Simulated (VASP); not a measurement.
# ZnS (P6_3mc) in VASP: settings compared, part 2 of 2

VASP 6.6.1. Earlier steps stand in the parts before.

**3. Electric field gradients, PBE**

Contents of INCAR:

```
SYSTEM = ZnS
ALGO = Normal ; EDIFF = 1E-8
ENCUT = 520 ; GGA = PE
ISIF = 2 ; ISMEAR = -1
ISYM = 0 ; LASPH = .True.
LCHARG = .False. ; LEFG = .True.
LREAL = .False. ; LWAVE = .False.
NBANDS = 26 ; NELM = 60
PREC = Accurate ; SIGMA = 0.03
```

Contents of KPOINTS:

```
k-points
0
Gamma
  8 8 5
  0 0 0
```

Contents of POSCAR:

```
ZnS
1.0
    3.8109987816      0.0000000000      0.0000000000
   -1.9054993908      3.3004217586      0.0000000000
    0.0000000000      0.0000000000      6.2340000000
Zn S
2 2
Direct
    0.3333333333      0.6666666667      0.0000000000
    0.6666666667      0.3333333333      0.5000000000
    0.3333333333      0.6666666667      0.3850000000
    0.6666666667      0.3333333333      0.8850000000
```

Potentials or basis: VASP PAW PBE potentials, release 64 (Zn, S).

Started as:

```console
$ cat potpaw_PBE.64/Zn/POTCAR potpaw_PBE.64/S/POTCAR > POTCAR
$ mpirun -np 1 vasp_std > vasp.out
```

OUTCAR:

```text
SYSTEM = ZnS
   EDIFF = 1E-8
   ENCUT = 520
   GGA = PE
   ISIF = 2
   ISMEAR = -1
   ISYM = 0
   LASPH = .True.
   LREAL = .False.
   NELM = 60
   PREC = Accurate

 ion  position               nearest neighbor table
   1  0.333  0.667  0.000-   4 2.31   4 2.31   4 2.31   3 2.40
   2  0.667  0.333  0.500-   3 2.31   3 2.31   3 2.31   4 2.40
   3  0.333  0.667  0.385-   2 2.31   2 2.31   2 2.31   1 2.40
   4  0.667  0.333  0.885-   1 2.31   1 2.31   1 2.31   2 2.40

IMPORTANT INFORMATION: All symmetrisations will be switched off!
NOSYMM: (Re-)initialisation of all symmetry stuff for point group C_1.

----------------------------------------------------------------------------------------

                                     Primitive cell

  volume of cell :      78.4106

  direct lattice vectors                    reciprocal lattice vectors
     3.810998782  0.000000000  0.000000000     0.262398405  0.151495789  0.000000000
    -1.905499391  3.300421759  0.000000000     0.000000000  0.302991579  0.000000000
     0.000000000  0.000000000  6.234000000     0.000000000  0.000000000  0.160410651

  length of vectors
     3.810998782  3.810998782  6.234000000     0.302991579  0.302991579  0.160410651

  position of ions in fractional coordinates (direct lattice)
     0.333333333  0.666666667  0.000000000
     0.666666667  0.333333333  0.500000000
     0.333333333  0.666666667  0.385000000
     0.666666667  0.333333333  0.885000000

  ion indices of the primitive-cell ions
   primitive index   ion index
                 1           1
                 2           2
                 3           3
                 4           4

[... 132 lines left out ...]
      6      -4.1422      2.00000
[... 685 lines left out ...]
     25      11.2955      0.00000
     26      12.3349      0.00000

 [... further k-points ...]
[... 5 lines left out ...]
  --------------------------------------------------------------------------------------
  -------------------------------------------------------------------------------------
  Total        1.5599063      1.5598767      0.5520608     -0.0000255     -0.0000001     -0.0000000
  in kB       31.8738139     31.8732097     11.2803463     -0.0005213     -0.0000023     -0.0000007
  external PRESSURE =      25.0091233 kB  Pullay stress =       0.0000000 kB

 VOLUME and BASIS-vectors are now :
 -----------------------------------------------------------------------------
  energy-cutoff  :      520.00
  volume of cell :       78.41
      direct lattice vectors                 reciprocal lattice vectors
     3.810998782  0.000000000  0.000000000     0.262398405  0.151495789  0.000000000
    -1.905499391  3.300421759  0.000000000     0.000000000  0.302991579  0.000000000
     0.000000000  0.000000000  6.234000000     0.000000000  0.000000000  0.160410651

 POSITION                                       TOTAL-FORCE (eV/Angst)
 -----------------------------------------------------------------------------------
     -0.00000      2.20028      0.00000        -0.000026      0.000015      0.322754
      1.90550      1.10014      3.11700         0.000026     -0.000015      0.322755
     -0.00000      2.20028      2.40009        -0.000010      0.000006     -0.322754
      1.90550      1.10014      5.51709         0.000010     -0.000006     -0.322756
 -----------------------------------------------------------------------------------
    total drift:                               -0.000000     -0.000001      0.000418

  FREE ENERGIE OF THE ION-ELECTRON SYSTEM (eV)
  ---------------------------------------------------
  free  energy   TOTEN  =       -13.6538113845 eV

  energy  without entropy=      -13.6538113845  energy(sigma->0) =      -13.65381138

 Electric field gradients (V/A^2)
---------------------------------------------------------------------
 ion       V_xx      V_yy      V_zz      V_xy      V_xz      V_yz
---------------------------------------------------------------------
   1      -9.651    -9.645    19.296     0.005     0.000    -0.000
   2      -9.651    -9.645    19.296     0.005    -0.000     0.000
   3       2.845     2.844    -5.689    -0.000    -0.000     0.000
   4       2.845     2.844    -5.689    -0.000     0.000    -0.000
---------------------------------------------------------------------

 Electric field gradients after diagonalization (V/A^2)
 (convention: |V_zz| > |V_xx| > |V_yy|)
----------------------------------------------------------------------
 ion       V_xx      V_yy      V_zz     asymmetry (V_yy - V_xx)/ V_zz
----------------------------------------------------------------------
   1      -9.654    -9.641    19.296       0.001
   2      -9.654    -9.641    19.296       0.001
   3       2.845     2.844    -5.689       0.000
   4       2.845     2.844    -5.689       0.000
----------------------------------------------------------------------

           NMR quadrupolar parameters

 Cq : quadrupolar parameter    Cq=e*Q*V_zz/h
 eta: asymmetry parameters     (V_yy - V_xx)/ V_zz
 Q  : nuclear electric quadrupole moment in mb (millibarn)
----------------------------------------------------------------------
 ion       Cq(MHz)       eta       Q (mb)
----------------------------------------------------------------------
   1       0.047       0.001       1.000
   2       0.047       0.001       1.000
   3      -0.014       0.000       1.000
   4      -0.014       0.000       1.000
----------------------------------------------------------------------
```

OSZICAR:

```text
N       E                     dE             d eps       ncg     rms          rms(c)
DAV:   1     0.243379498546E+03    0.24338E+03   -0.17039E+04  8424   0.167E+03
DAV:   2     0.962709605768E+01   -0.23375E+03   -0.22374E+03  8750   0.349E+02
DAV:   3    -0.139405346524E+02   -0.23568E+02   -0.23338E+02 10018   0.110E+02
DAV:   4    -0.145043906839E+02   -0.56386E+00   -0.56266E+00 10008   0.173E+01
DAV:   5    -0.145130239901E+02   -0.86333E-02   -0.86312E-02 10252   0.210E+00    0.992E+00
DAV:   6    -0.136638149567E+02    0.84921E+00   -0.16479E+00 12640   0.372E+01    0.762E+00
DAV:   7    -0.136596219077E+02    0.41930E-02   -0.12488E+00  9018   0.655E+00    0.346E+00
DAV:   8    -0.136529679006E+02    0.66540E-02   -0.35372E-02 10446   0.178E+00    0.978E-01
DAV:   9    -0.136534460498E+02   -0.47815E-03   -0.93448E-03 11516   0.131E+00    0.230E-01
DAV:  10    -0.136535896801E+02   -0.14363E-03   -0.60113E-04  9790   0.339E-01    0.944E-02
DAV:  11    -0.136538079540E+02   -0.21827E-03   -0.33908E-04  8734   0.125E-01    0.536E-02
DAV:  12    -0.136538078412E+02    0.11284E-06   -0.14985E-05 10504   0.472E-02    0.105E-02
DAV:  13    -0.136538111752E+02   -0.33340E-05   -0.49936E-06  8738   0.237E-02    0.280E-03
DAV:  14    -0.136538112952E+02   -0.12006E-06   -0.48546E-07 10308   0.160E-02    0.102E-03
DAV:  15    -0.136538113508E+02   -0.55593E-07   -0.11253E-07  9186   0.460E-03    0.771E-04
DAV:  16    -0.136538113847E+02   -0.33906E-07   -0.39597E-08  8812   0.326E-03    0.293E-04
DAV:  17    -0.136538113845E+02    0.19463E-09   -0.58146E-09  6072   0.121E-03
   1 F= -.13653811E+02 E0= -.13653811E+02  d E =-.124574E-10
```

stdout:

```text
POSCAR found type information on POSCAR ZnS
 POSCAR found :  2 types and       4 ions
 scaLAPACK will be used
 LDA part: xc-table for (Slater+PW92), standard interpolation
 POSCAR, INCAR and KPOINTS ok, starting setup
 FFT: planning ... GRIDC
 FFT: planning ... GRID_SOFT
 FFT: planning ... GRID
 WAVECAR not read
 entering main loop
ion   1
     0.0000468    -0.0000314     0.0000018     0.8072057    -0.0000032     0.0000181
     0.0000645    -0.0000314     0.0000018     0.8072057    -0.0000032     0.0000181
     0.0000888    -0.0000314     0.0000018     0.8072057    -0.0000032     0.0000181
     0.0001223    -0.0000314     0.0000018     0.8072056    -0.0000032     0.0000181

     0.0000468     0.0000222     0.0000095   -15.6876550    -0.0000155    -0.0000131
     0.0000645     0.0000222     0.0000095   -15.6872950    -0.0000155    -0.0000131
     0.0000888     0.0000222     0.0000095   -15.6867014    -0.0000155    -0.0000131
     0.0001223     0.0000222     0.0000095   -15.6857274    -0.0000155    -0.0000131
[... 23 lines left out ...]
ion   4
     0.0000369     0.0000044     0.0000027     0.1078181    -0.0000050    -0.0000025
     0.0000508     0.0000044     0.0000027     0.1078181    -0.0000050    -0.0000025
     0.0000700     0.0000044     0.0000027     0.1078181    -0.0000050    -0.0000025
     0.0000964     0.0000044     0.0000027     0.1078181    -0.0000050    -0.0000025

     0.0000369     0.0000728     0.0000463     4.4725478    -0.0000848    -0.0000422
     0.0000508     0.0000728     0.0000463     4.4725396    -0.0000848    -0.0000422
     0.0000700     0.0000728     0.0000463     4.4725259    -0.0000848    -0.0000422
     0.0000964     0.0000728     0.0000463     4.4725034    -0.0000848    -0.0000422
```

Wall time 5.2 min (1 thread of AMD EPYC 7R13 (Zen 3), shared host); peak memory 0.35 GiB.

Results:

- Free energy: -13.6538 eV
- Pressure: 2.5 GPa
- Largest force: 0.323 eV/Å
- Band gap on the k mesh: 2.25 eV
- Largest electric field gradient by atom: Zn +19.3; S -5.7 V/Å²

Forces in eV/Å, atoms in the order of the input:
```
Zn   0.000  0.000  0.323
Zn   0.000  0.000  0.323
S    0.000  0.000 -0.323
S    0.000  0.000 -0.323
```

Stress tensor (GPa, compression positive):
```
3.19 0.00 0.00
0.00 3.19 0.00
0.00 0.00 1.13
```

Electric field gradients, principal values (V/Å²):
| atom | least | middle | greatest (by size) |
| --- | --- | --- | --- |
| 1 Zn | -9.641 | -9.654 | 19.296 |
| 2 Zn | -9.641 | -9.654 | 19.296 |
| 3 S | 2.844 | 2.845 | -5.689 |
| 4 S | 2.844 | 2.845 | -5.689 |

Caveat: without QUAD_EFG the Cq values of the log hold for a quadrupole moment of 1 mb, not for the nuclei. A hybrid or GW would open this gap; PBE tends to underestimate it.

**4. Electric field gradients, PBE (zz strain of +3 %)**

Contents of INCAR:

```
SYSTEM = ZnS
ALGO = Normal
EDIFF = 1E-8
ENCUT = 520
GGA = PE
ISIF = 2
ISMEAR = -1
LASPH = .True.
LCHARG = .False.
LEFG = .True.
LREAL = .False.
LWAVE = .False.
NBANDS = 26
NELM = 60
PREC = Accurate
SIGMA = 0.03
```

KPOINTS is that of step 3.

POSCAR: that of step 3 with these lines changed.

```diff
@@ -4,3 +4,3 @@
    -1.9054993908      3.3004217586      0.0000000000
-    0.0000000000      0.0000000000      6.2340000000
+    0.0000000000      0.0000000000      6.4210200000
 Zn S
```

Potentials or basis: VASP PAW PBE potentials, release 64 (Zn, S).

Started as:

```console
$ cat potpaw_PBE.64/Zn/POTCAR potpaw_PBE.64/S/POTCAR > POTCAR
$ mpirun -np 1 vasp_std > vasp.out
```

OUTCAR:

```text
SYSTEM = ZnS
   EDIFF = 1E-8
   ENCUT = 520
   GGA = PE
   ISIF = 2
   ISMEAR = -1
   LASPH = .True.
   LREAL = .False.
   NELM = 60
   PREC = Accurate

 ion  position               nearest neighbor table
   1  0.333  0.667  0.000-   4 2.32   4 2.32   4 2.32   3 2.47
   2  0.667  0.333  0.500-   3 2.32   3 2.32   3 2.32   4 2.47
   3  0.333  0.667  0.385-   2 2.32   2 2.32   2 2.32   1 2.47
   4  0.667  0.333  0.885-   1 2.32   1 2.32   1 2.32   2 2.47

  LATTYP: Found a hexagonal cell.
 ALAT       =     3.8109987816
 C/A-ratio  =     1.6848654035

  Lattice vectors:

[... 924 lines left out ...]
 ion       V_xx      V_yy      V_zz      V_xy      V_xz      V_yz
---------------------------------------------------------------------
   1     -15.408   -15.401    30.809     0.006    -0.000     0.000
   2     -15.408   -15.401    30.809     0.006     0.000    -0.000
   3       0.774     0.773    -1.547    -0.000    -0.000     0.000
   4       0.774     0.773    -1.547    -0.000     0.000    -0.000
---------------------------------------------------------------------

 Electric field gradients after diagonalization (V/A^2)
 (convention: |V_zz| > |V_xx| > |V_yy|)
----------------------------------------------------------------------
 ion       V_xx      V_yy      V_zz     asymmetry (V_yy - V_xx)/ V_zz
----------------------------------------------------------------------
   1     -15.411   -15.398    30.809       0.000
   2     -15.411   -15.398    30.809       0.000
   3       0.774     0.773    -1.547       0.001
   4       0.774     0.773    -1.547       0.001
----------------------------------------------------------------------

           NMR quadrupolar parameters

 Cq : quadrupolar parameter    Cq=e*Q*V_zz/h
 eta: asymmetry parameters     (V_yy - V_xx)/ V_zz
 Q  : nuclear electric quadrupole moment in mb (millibarn)
----------------------------------------------------------------------
 ion       Cq(MHz)       eta       Q (mb)
----------------------------------------------------------------------
   1       0.074       0.000       1.000
   2       0.074       0.000       1.000
   3      -0.004       0.001       1.000
   4      -0.004       0.001       1.000
----------------------------------------------------------------------
```

OSZICAR:

```text
N       E                     dE             d eps       ncg     rms          rms(c)
DAV:   1     0.242015208086E+03    0.24202E+03   -0.17037E+04  1560   0.166E+03
DAV:   2     0.964392463438E+01   -0.23237E+03   -0.22227E+03  1632   0.346E+02
DAV:   3    -0.139308198654E+02   -0.23575E+02   -0.23350E+02  1870   0.110E+02
DAV:   4    -0.144985513149E+02   -0.56773E+00   -0.56648E+00  1782   0.173E+01
DAV:   5    -0.145072788213E+02   -0.87275E-02   -0.87251E-02  1934   0.210E+00    0.950E+00
DAV:   6    -0.136506103751E+02    0.85667E+00   -0.16553E+00  2360   0.367E+01    0.733E+00
DAV:   7    -0.136465152802E+02    0.40951E-02   -0.11949E+00  1684   0.640E+00    0.338E+00
DAV:   8    -0.136405569934E+02    0.59583E-02   -0.36273E-02  1944   0.189E+00    0.919E-01
DAV:   9    -0.136411704904E+02   -0.61350E-03   -0.85189E-03  2098   0.136E+00    0.222E-01
DAV:  10    -0.136413331285E+02   -0.16264E-03   -0.65236E-04  1776   0.336E-01    0.908E-02
DAV:  11    -0.136415536584E+02   -0.22053E-03   -0.35724E-04  1612   0.126E-01    0.528E-02
DAV:  12    -0.136415530811E+02    0.57729E-06   -0.14477E-05  1908   0.356E-02    0.122E-02
DAV:  13    -0.136415560628E+02   -0.29816E-05   -0.33762E-06  1620   0.126E-02    0.586E-03
DAV:  14    -0.136415564933E+02   -0.43051E-06   -0.83102E-07  1810   0.121E-02    0.145E-03
DAV:  15    -0.136415565348E+02   -0.41460E-07   -0.12694E-07  1768   0.550E-03    0.101E-03
DAV:  16    -0.136415565324E+02    0.23842E-08   -0.24684E-08  1606   0.197E-03
   1 F= -.13641557E+02 E0= -.13641557E+02  d E =-.426145E-11
```

It took 63 s on 1 thread of Intel Xeon Platinum 8259CL at 2.50GHz (Skylake/Cascade Lake), shared host; peak memory 0.21 GiB.

Results:

```
Free energy                             : -13.6416 eV
Pressure                                : 0.6 GPa
Largest force                           : 0.392 eV/Å
Band gap on the k mesh                  : 2.08 eV
Largest electric field gradient by atom : Zn +30.8; S -1.5 V/Å²
```

Forces in eV/Å, atoms in the order of the input:
```
Zn   0.000  0.000  0.392
Zn   0.000  0.000  0.392
S    0.000  0.000 -0.392
S    0.000  0.000 -0.392
```

Electric field gradients, principal values (V/Å²):
```csv
atom,least,middle,greatest (by size)
1 Zn,-15.398,-15.411,30.809
2 Zn,-15.398,-15.411,30.809
3 S,0.773,0.774,-1.547
4 S,0.773,0.774,-1.547
```

Caveat: the cell differs from its parent crystal (zz strain of +3 %); without QUAD_EFG the Cq values of the log hold for a quadrupole moment of 1 mb, not for the nuclei.

**5. Summary**

```tsv
level	potentials or basis	cell	gap on the mesh (eV)	pressure (GPa)	largest force (eV/Å)
LDA	VASP PAW LDA potentials, release 64 (Zn, S)	a = 3.811, b = 3.811, c = 6.234 Å, angles 90.0, 90.0, 120.0°, 4 atoms	2.02	-3.7	0.30
PBE	VASP PAW PBE potentials, release 64 (Zn, S)	a = 3.811, b = 3.811, c = 6.234 Å, angles 90.0, 90.0, 120.0°, 4 atoms	2.25	2.5	0.32
PBE	VASP PAW PBE potentials, release 64 (Zn, S)	a = 3.811, b = 3.811, c = 6.421 Å, angles 90.0, 90.0, 120.0°, 4 atoms	2.08	0.6	0.39
```

Alike in all rows: task electric field gradients; no spin polarisation; k mesh 8 × 8 × 5; cutoff (eV) 520; smearing fermi-dirac 0.03 eV.

Caveats: the cell stands under tension (at least some runs).

Absolute energies hang on the potentials; compare differences alone.
